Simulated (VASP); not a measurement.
Here is a VASP 6.6.1 calculation.

Contents of INCAR:

```
PREC = Accurate ; ENCUT = 500
EDIFF = 1E-6 ; ISMEAR = 0
SIGMA = 0.05 ; LREAL = False
LASPH = True ; NELM = 120
ALGO = Normal ; ISIF = 2
LWAVE = False ; LCHARG = False
GGA = PE ; NBANDS = 19
GGA_COMPAT = False
```

File KPOINTS:

```
regular mesh
0
Gamma
  8 8 4
```

POSCAR

```
Zr
1.0
    3.2405622112      0.0000000000      0.0000000000
   -1.6202811056      2.8064091974      0.0000000000
    0.0000000000      0.0000000000      5.1615792270
Zr
2
Direct
    0.3333333333      0.6666666667      0.7500000000
    0.6666666667      0.3333333333      0.2500000000
```

Potentials or basis: VASP PAW PBE potentials, release 64 (Zr_sv).

Run with:

```bash
$ cat potpaw_PBE.64/Zr_sv/POTCAR > POTCAR
$ mpirun -np 1 vasp_std > vasp.out
```

**Question.** Predict the pressure.

**Answer.** 0.0 GPa.

**Question.** Estimate the band gap on the k mesh.

**Answer.** Zero (band 12 reaches 9.76 eV, above the bottom of band 13 at 8.84 eV).
